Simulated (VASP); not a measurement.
# Na4TmSb (P6/mmm) in VASP: further runs

Runs on Na4TmSb. Level: PBE. Tasks: single point, relaxation of cell and atoms.

Everything below comes from runs of VASP 6.6.1. Logs are shortened: lines on timing, memory, paths and dates and some standing lists are left out, and cuts for length are marked.

**1. The cell of the first run**

It takes space group P6/mmm (No. 191, hexagonal). The conventional cell has a = 4.034 Å, b = 4.034 Å, c = 8.200 Å, α = 90.00°, β = 90.00°, γ = 120.00°. Na (site symmetry 3m) has 3 Na at 2.33 Å and 3 Sb at 3.05 Å and 3 Tm at 3.16 Å within 3.2 Å. Tm (site symmetry 6/mmm) has 12 Na at 3.16 Å and 6 Tm at 4.03 Å and 2 Sb at 4.10 Å within 4.2 Å. Sb (site symmetry 6/mmm) has 12 Na at 3.05 Å and 6 Sb at 4.03 Å and 2 Tm at 4.10 Å within 4.2 Å.

The cell was generated, and may not be a known phase.

**2. Single point, PBE**

Contents of INCAR:

```
SYSTEM = Na4TmSb
  ALGO = Normal
  EDIFF = 1E-6
  ENCUT = 500
  GGA = PE
  GGA_COMPAT = .False.
  ISIF = 2
  ISMEAR = 0
  LASPH = .True.
  LCHARG = .True.
  LELF = .True.
  LMAXMIX = 6
  LREAL = .False.
  LVHAR = .True.
  LWAVE = .False.
  NBANDS = 30
  NELM = 200
  PREC = Accurate
  SIGMA = 0.1
```

Contents of KPOINTS:

```
k-points
0
Gamma
  6 6 2
  0 0 0
```

Contents of POSCAR:

```
Na4TmSb
1.0
    4.0338485000      0.0000000000      0.0000000000
   -2.0169242500      3.4934152800      0.0000000000
    0.0000000000      0.0000000000      8.2000639700
Na Tm Sb
4 1 1
Direct
    0.3333333300      0.6666666700      0.7595900300
    0.3333333300      0.6666666700      0.2404099700
    0.6666666700      0.3333333300      0.7595900300
    0.6666666700      0.3333333300      0.2404099700
    0.0000000000      0.0000000000      0.5000000000
    0.0000000000      0.0000000000      0.0000000000
```

Potentials or basis: VASP PAW PBE potentials, release 64 (Na_pv, Tm_3, Sb), 4f in core.

Command:

```console
$ cat potpaw_PBE.64/Na_pv/POTCAR potpaw_PBE.64/Tm_3/POTCAR potpaw_PBE.64/Sb/POTCAR > POTCAR
$ mpirun -np 1 vasp_std > vasp.out
```

OUTCAR:

```text
SYSTEM = Na4TmSb
   EDIFF = 1E-6
   ENCUT = 500
   GGA = PE
   ISIF = 2
   ISMEAR = 0
   LASPH = .True.
   LREAL = .False.
   NELM = 200
   PREC = Accurate

 ion  position               nearest neighbor table
   1  0.333  0.667  0.760-   3 2.33   3 2.33   3 2.33   6 3.05   6 3.05   6 3.05   5 3.16   5 3.16
                             5 3.16
   2  0.333  0.667  0.240-   4 2.33   4 2.33   4 2.33   6 3.05   6 3.05   6 3.05   5 3.16   5 3.16
                             5 3.16
   3  0.667  0.333  0.760-   1 2.33   1 2.33   1 2.33   6 3.05   6 3.05   6 3.05   5 3.16   5 3.16
                             5 3.16
   4  0.667  0.333  0.240-   2 2.33   2 2.33   2 2.33   6 3.05   6 3.05   6 3.05   5 3.16   5 3.16
                             5 3.16
   5  0.000  0.000  0.500-   1 3.16   2 3.16   3 3.16   4 3.16   3 3.16   4 3.16   1 3.16   2 3.16
                             3 3.16   4 3.16   1 3.16   2 3.16
   6  0.000  0.000  0.000-   1 3.05   2 3.05   3 3.05   4 3.05   3 3.05   4 3.05   1 3.05   2 3.05
                             3 3.05   4 3.05   1 3.05   2 3.05

  LATTYP: Found a hexagonal cell.
 ALAT       =     4.0338485000
 C/A-ratio  =     2.0328140658

  Lattice vectors:

 A1 = (   4.0338485000,   0.0000000000,   0.0000000000)
 A2 = (  -2.0169242500,   3.4934152800,   0.0000000000)
 A3 = (   0.0000000000,   0.0000000000,   8.2000639700)

Analysis of symmetry for initial positions (statically):
=====================================================================
 Subroutine PRICEL returns:
 Original cell was already a primitive cell.

 Routine SETGRP: Setting up the symmetry group for a
 hexagonal supercell.

 Subroutine GETGRP returns: Found 24 space group operations
 (whereof 24 operations were pure point group operations)
 out of a pool of 24 trial point group operations.

The static configuration has the point symmetry D_6h.

Analysis of symmetry for dynamics (positions and initial velocities):
=====================================================================
 Subroutine PRICEL returns:
 Original cell was already a primitive cell.

 Routine SETGRP: Setting up the symmetry group for a
 hexagonal supercell.

 Subroutine GETGRP returns: Found 24 space group operations
 (whereof 24 operations were pure point group operations)
 out of a pool of 24 trial point group operations.

The dynamic configuration has the point symmetry D_6h.

 Subroutine INISYM returns: Found 24 space group operations
 (whereof 24 operations are pure point group operations),
 and found     1 'primitive' translations

[... 95 lines left out ...]
   IBRION =     -1    ionic relax: 0-MD 1-quasi-New 2-CG
   NFREE  =      0    steps in history (QN), initial steepest desc. (CG)
   ISIF   =      2    stress and relaxation
   ISYM   =      2    0-nonsym 1-usesym 2-fastsym
   POTIM  = 0.5000    time-step for ionic-motion
   TEBEG  =    0.0;   TEEND  =   0.0 temperature during run
   PSTRESS=    0.0 pullay stress
   NELECT =      42.0000    total number of electrons
   NUPDOWN=      -1.0000    fix difference up-down
   EMIN   =  10.00;   EMAX   =-10.00  energy-range for DOS
   EFERMI =   0.00;   METHOD = LEGACY
   ISMEAR =     0;   SIGMA  =   0.10  broadening in eV -4-tet -1-fermi 0-gaus
   EFERMI_NEDOS =   21; number of points for ismear=-14 and -15
   IALGO  =     38    algorithm
   IMIX   =      4    mixing-type and parameters
     AMIX     =   0.40;   BMIX     =  1.00
     AMIX_MAG =   1.60;   BMIX_MAG =  1.00
  volume/ion in A,a.u.               =      19.26       129.97
  Fermi-wavevector in a.u.,A,eV,Ry     =   1.168321  2.207807 18.571604  1.364974
  Thomas-Fermi vector in A             =   2.304809
   LORBIT       =      0    0 simple, 1 ext, 2 COOP (PROOUT), +10 PAW based schemes
   GGA     = PE    functional components
   LHFCALC =     F    Hartree Fock is set to
   AEXX    =    0.0000 exact exchange contribution
   IVDW    =     0    specifies the selected vdW correction
   LEPSILON=     F    determine dielectric tensor
   LRPA    =     F    only Hartree local field effects (RPA)
 non-spin polarized calculation
 Gauss-broadening in eV      SIGMA  =   0.10
  energy-cutoff  :      500.00
  volume of cell :      115.55
 maximum number of plane-waves:      2963
 NGX is ok and might be reduce to    30
   NGX = 15   NGY = 15   NGZ = 29

 number of electron      41.9999959 magnetization

 Free energy of the ion-electron system (eV)
  ---------------------------------------------------
  ext. energy  EPLUGINS =         0.00000000
  ---------------------------------------------------
  free energy    TOTEN  =        -8.98050221 eV

  energy without entropy =       -8.95960376  energy(sigma->0) =       -8.97005298

 E-fermi :   4.7655     XC(G=0):  -9.7599

 val. band max:        4.7525811013   @ k =   0.3333   0.0000   0.5000
 cond. band min:       4.7974304365   @ k =   0.3333   0.0000   0.5000
 fundamental gap:      0.0448493352
 Fermi energy:         4.7654827527

 k-point     1 :       0.0000    0.0000    0.0000
  band No.  band energies     occupation
      1     -21.1619      2.00000
      2     -20.8793      2.00000
      3     -20.8793      2.00000
      4     -20.6081      2.00000
      5     -20.6081      2.00000
      6     -20.6070      2.00000
[... 451 lines left out ...]
     29      10.5710      0.00000
     30      10.5710      0.00000

------------------------ aborting loop because EDIFF is reached ----------------------------------------

  FORCE on cell =-STRESS in cart. coord.  units (eV):
  Direction    XX          YY          ZZ          XY          YZ          ZX
  --------------------------------------------------------------------------------------
  -------------------------------------------------------------------------------------
  Total       16.9276685     16.9276686     10.4590112     -0.0000000     -0.0000000      0.0000000
  in kB      234.7041070    234.7041076    145.0154152     -0.0000000     -0.0000000      0.0000000
  external PRESSURE =     204.8078766 kB  Pullay stress =       0.0000000 kB

 VOLUME and BASIS-vectors are now :
 -----------------------------------------------------------------------------
  energy-cutoff  :      500.00
  volume of cell :      115.55
      direct lattice vectors                 reciprocal lattice vectors
     4.033848500  0.000000000  0.000000000     0.247902220  0.143126414  0.000000000
    -2.016924250  3.493415280  0.000000000     0.000000000  0.286252827  0.000000000
     0.000000000  0.000000000  8.200063970     0.000000000  0.000000000  0.121950268

 POSITION                                       TOTAL-FORCE (eV/Angst)
 -----------------------------------------------------------------------------------
     -0.00000      2.32894      6.22869         0.000000     -0.000000      0.885490
     -0.00000      2.32894      1.97138         0.000000     -0.000000     -0.885490
      2.01692      1.16447      6.22869        -0.000000      0.000000      0.885490
      2.01692      1.16447      1.97138        -0.000000      0.000000     -0.885490
      0.00000      0.00000      4.10003        -0.000000      0.000000      0.000000
      0.00000      0.00000      0.00000        -0.000000      0.000000      0.000000
 -----------------------------------------------------------------------------------
    total drift:                               -0.000000      0.000000      0.000000

  FREE ENERGIE OF THE ION-ELECTRON SYSTEM (eV)
  ---------------------------------------------------
  free  energy   TOTEN  =        -8.9805022087 eV

  energy  without entropy=       -8.9596037610  energy(sigma->0) =       -8.97005298
```

stdout:

```text
POSCAR found type information on POSCAR NaTmSb
 POSCAR found :  3 types and       6 ions
 scaLAPACK will be used
 LDA part: xc-table for (Slater+PW92), standard interpolation
 POSCAR, INCAR and KPOINTS ok, starting setup
 FFT: planning ... GRIDC
 FFT: planning ... GRID_SOFT
 FFT: planning ... GRID
 WAVECAR not read
 entering main loop
```

Run time: 28 s. Hardware: 1 thread of Intel Xeon 6975P-C (Granite Rapids), shared host; peak memory 0.24 GiB.

Results:

```yaml
Free_energy: -8.9805 eV
Pressure: 20.5 GPa
Largest_force: 0.885 eV/Å
Band_gap_on_the_k_mesh: zero (bands 21 and 22 overlap by 1.37 eV)
```

Forces on the atoms (eV/Å):
```
Na   0.000  0.000  0.885
Na   0.000  0.000 -0.885
Na   0.000  0.000  0.885
Na   0.000  0.000 -0.885
Tm   0.000  0.000  0.000
Sb   0.000  0.000  0.000
```

Caveat: the k points lie up to 0.38 Å⁻¹ apart, too coarse for converged energies and pressures of a metal; spin-orbit coupling is left out, which moves the levels of the heavy elements; the 4f electrons are frozen in the core, so they carry no moment and show no levels. Spin polarisation is off, so any magnetic state and its effect on volume and gap are missing.

**3. Single point, PBE**

This run uses another cell than the first one, of 28.57 Å³/atom.

Contents of INCAR:

```
SYSTEM = Na4TmSb
ALGO = Normal
EDIFF = 1E-6
ENCUT = 500
GGA = PE
GGA_COMPAT = .FALSE.
ISIF = 2
ISMEAR = 0
LASPH = .TRUE.
LCHARG = .TRUE.
LELF = .TRUE.
LMAXMIX = 6
LREAL = .FALSE.
LVHAR = .TRUE.
LWAVE = .FALSE.
NBANDS = 30
NELM = 200
PREC = Accurate
SIGMA = 0.1
```

Contents of KPOINTS:

```
k-points
0
G
  6 6 2
  0 0 0
```

Contents of POSCAR:

```
Na4TmSb
1.0
    5.5522696612      0.0000000000      0.0000000000
   -2.7761348306      4.8084065752      0.0000000000
    0.0000000000      0.0000000000      6.4209877839
Na Tm Sb
4 1 1
Direct
    0.3333333333      0.6666666667      0.7561013887
    0.3333333333      0.6666666667      0.2438986113
    0.6666666667      0.3333333333      0.7561013887
    0.6666666667      0.3333333333      0.2438986113
    0.0000000000      0.0000000000      0.5000000000
    0.0000000000      0.0000000000      0.0000000000
```

Potentials or basis: VASP PAW PBE potentials, release 64 (Na_pv, Tm_3, Sb), 4f in core.

Command:

```console
$ cat potpaw_PBE.64/Na_pv/POTCAR potpaw_PBE.64/Tm_3/POTCAR potpaw_PBE.64/Sb/POTCAR > POTCAR
$ mpirun -np 1 vasp_std > vasp.out
```

OUTCAR:

```text
SYSTEM = Na4TmSb
   EDIFF = 1E-6
   ENCUT = 500
   GGA = PE
   ISIF = 2
   ISMEAR = 0
   LASPH = .TRUE.
   LREAL = .FALSE.
   NELM = 200
   PREC = Accurate

 ion  position               nearest neighbor table
   1  0.333  0.667  0.756-
   2  0.333  0.667  0.244-
   3  0.667  0.333  0.756-
   4  0.667  0.333  0.244-
   5  0.000  0.000  0.500-   6 3.21   6 3.21
   6  0.000  0.000  0.000-   5 3.21   5 3.21

  LATTYP: Found a hexagonal cell.
 ALAT       =     5.5522696612
 C/A-ratio  =     1.1564618031

  Lattice vectors:

 A1 = (   5.5522696612,   0.0000000000,   0.0000000000)
 A2 = (  -2.7761348306,   4.8084065752,   0.0000000000)
 A3 = (   0.0000000000,   0.0000000000,   6.4209877839)

Analysis of symmetry for initial positions (statically):
=====================================================================
 Subroutine PRICEL returns:
 Original cell was already a primitive cell.

 Routine SETGRP: Setting up the symmetry group for a
 hexagonal supercell.

 Subroutine GETGRP returns: Found 24 space group operations
 (whereof 24 operations were pure point group operations)
 out of a pool of 24 trial point group operations.

The static configuration has the point symmetry D_6h.

Analysis of symmetry for dynamics (positions and initial velocities):
=====================================================================
 Subroutine PRICEL returns:
 Original cell was already a primitive cell.

 Routine SETGRP: Setting up the symmetry group for a
 hexagonal supercell.

 Subroutine GETGRP returns: Found 24 space group operations
 (whereof 24 operations were pure point group operations)
 out of a pool of 24 trial point group operations.

[... 113 lines left out ...]
   EFERMI_NEDOS =   21; number of points for ismear=-14 and -15
   IALGO  =     38    algorithm
   IMIX   =      4    mixing-type and parameters
     AMIX     =   0.40;   BMIX     =  1.00
     AMIX_MAG =   1.60;   BMIX_MAG =  1.00
  volume/ion in A,a.u.               =      28.57       192.81
  Fermi-wavevector in a.u.,A,eV,Ry     =   1.024393  1.935823 14.277704  1.049382
  Thomas-Fermi vector in A             =   2.158178
   LORBIT       =      0    0 simple, 1 ext, 2 COOP (PROOUT), +10 PAW based schemes
   GGA     = PE    functional components
   LHFCALC =     F    Hartree Fock is set to
   AEXX    =    0.0000 exact exchange contribution
   IVDW    =     0    specifies the selected vdW correction
   LEPSILON=     F    determine dielectric tensor
   LRPA    =     F    only Hartree local field effects (RPA)
 non-spin polarized calculation
 Gauss-broadening in eV      SIGMA  =   0.10
  energy-cutoff  :      500.00
  volume of cell :      171.42
 maximum number of plane-waves:      4392
   NGX = 21   NGY = 21   NGZ = 23

 number of electron      41.9999993 magnetization

 Free energy of the ion-electron system (eV)
  ---------------------------------------------------
  ext. energy  EPLUGINS =         0.00000000
  ---------------------------------------------------
  free energy    TOTEN  =       -14.41313256 eV

  energy without entropy =      -14.38661400  energy(sigma->0) =      -14.39987328

 E-fermi :   2.6901     XC(G=0):  -8.1788

 val. band max:        2.6582261585   @ k =   0.3333   0.1667   0.0000
 cond. band min:       2.7252032921   @ k =   0.1667  -0.0000   0.0000
 fundamental gap:      0.0669771335
 Fermi energy:         2.6901433867

 k-point     1 :       0.0000    0.0000    0.0000
  band No.  band energies     occupation
      1     -24.0138      2.00000
      2     -24.0138      2.00000
      3     -23.9865      2.00000
      4     -22.1179      2.00000
      5     -22.0998      2.00000
      6     -22.0985      2.00000
[... 451 lines left out ...]
     29       5.8824      0.00000
     30       7.6471      0.00000

------------------------ aborting loop because EDIFF is reached ----------------------------------------

  FORCE on cell =-STRESS in cart. coord.  units (eV):
  Direction    XX          YY          ZZ          XY          YZ          ZX
  --------------------------------------------------------------------------------------
  -------------------------------------------------------------------------------------
  Total        0.0626176      0.0626176      0.0851865      0.0000000      0.0000000      0.0000000
  in kB        0.5852396      0.5852396      0.7961740      0.0000000      0.0000000      0.0000000
  external PRESSURE =       0.6555511 kB  Pullay stress =       0.0000000 kB

 VOLUME and BASIS-vectors are now :
 -----------------------------------------------------------------------------
  energy-cutoff  :      500.00
  volume of cell :      171.42
      direct lattice vectors                 reciprocal lattice vectors
     5.552269661  0.000000000  0.000000000     0.180106526  0.103984551  0.000000000
    -2.776134831  4.808406575  0.000000000     0.000000000  0.207969103  0.000000000
     0.000000000  0.000000000  6.420987784     0.000000000  0.000000000  0.155739278

 POSITION                                       TOTAL-FORCE (eV/Angst)
 -----------------------------------------------------------------------------------
     -0.00000      3.20560      4.85492         0.000000      0.000000     -0.001344
     -0.00000      3.20560      1.56607         0.000000      0.000000      0.001344
      2.77613      1.60280      4.85492        -0.000000     -0.000000     -0.001344
      2.77613      1.60280      1.56607        -0.000000     -0.000000      0.001344
      0.00000      0.00000      3.21049         0.000000     -0.000000      0.000000
      0.00000      0.00000      0.00000         0.000000     -0.000000      0.000000
 -----------------------------------------------------------------------------------
    total drift:                                0.000000     -0.000000      0.000000

  FREE ENERGIE OF THE ION-ELECTRON SYSTEM (eV)
  ---------------------------------------------------
  free  energy   TOTEN  =       -14.4131325646 eV

  energy  without entropy=      -14.3866139988  energy(sigma->0) =      -14.39987328
```

OSZICAR:

```text
N       E                     dE             d eps       ncg     rms          rms(c)
DAV:   1     0.357095398348E+03    0.35710E+03   -0.19931E+04   856   0.135E+03
DAV:   2     0.147698982717E+02   -0.34233E+03   -0.33685E+03   840   0.428E+02
DAV:   3    -0.134328402600E+02   -0.28203E+02   -0.27346E+02  1096   0.126E+02
DAV:   4    -0.146769248113E+02   -0.12441E+01   -0.12327E+01  1060   0.276E+01
DAV:   5    -0.147348285060E+02   -0.57904E-01   -0.57870E-01  1230   0.628E+00    0.136E+01
DAV:   6    -0.144536113533E+02    0.28122E+00   -0.42768E-01  1090   0.276E+00    0.840E+00
DAV:   7    -0.144227514220E+02    0.30860E-01   -0.33853E-01  1126   0.232E+00    0.112E+00
DAV:   8    -0.144130682623E+02    0.96832E-02   -0.52123E-02  1108   0.103E+00    0.299E-01
DAV:   9    -0.144131622322E+02   -0.93970E-04   -0.67705E-03  1078   0.350E-01    0.154E-01
DAV:  10    -0.144131212280E+02    0.41004E-04   -0.35144E-04  1240   0.109E-01    0.392E-02
DAV:  11    -0.144131321329E+02   -0.10905E-04   -0.14994E-04  1182   0.508E-02    0.621E-02
DAV:  12    -0.144131325646E+02   -0.43172E-06   -0.85482E-06   868   0.138E-02
   1 F= -.14413133E+02 E0= -.14399873E+02  d E =-.265186E-01
```

stdout:

```text
POSCAR found type information on POSCAR NaTmSb
 POSCAR found :  3 types and       6 ions
 scaLAPACK will be used
 LDA part: xc-table for (Slater+PW92), standard interpolation
 POSCAR, INCAR and KPOINTS ok, starting setup
 FFT: planning ... GRIDC
 FFT: planning ... GRID_SOFT
 FFT: planning ... GRID
 WAVECAR not read
 entering main loop
```

Wall time 37 s (1 thread of Intel Xeon 6975P-C (Granite Rapids), shared host); peak memory 0.29 GiB.

Results:

```
Free energy            : -14.4131 eV
Pressure               : 0.1 GPa
Band gap on the k mesh : zero (bands 21 and 22 overlap by 0.36 eV)
```

Levels at points of the mesh, in eV from the Fermi level:
```csv
k point,band 19,band 20,band 21,band 22,band 23,band 24
"(0.00, 0.00, 0.00)",-1.43,-1.43,0.28,0.28,0.50,0.91
"(0.50, 0.00, 0.00)",-1.87,-1.72,-0.17,-0.03,0.29,0.70
"(0.00, 0.00, 0.50)",-1.69,-1.48,-0.20,0.42,0.42,2.32
"(0.50, 0.00, 0.50)",-2.04,-1.41,-0.85,0.75,0.94,1.28
```

Caveat: the k points lie up to 0.49 Å⁻¹ apart; spin-orbit coupling is left out, which moves the levels of the heavy elements; the 4f electrons are frozen in the core, so they carry no moment and show no levels. Spin polarisation is off, so any magnetic state and its effect on volume and gap are missing.

(Continued in part 2 of 2.)

The gap in the log of VASP goes by the Fermi energy; the results here count the filled bands.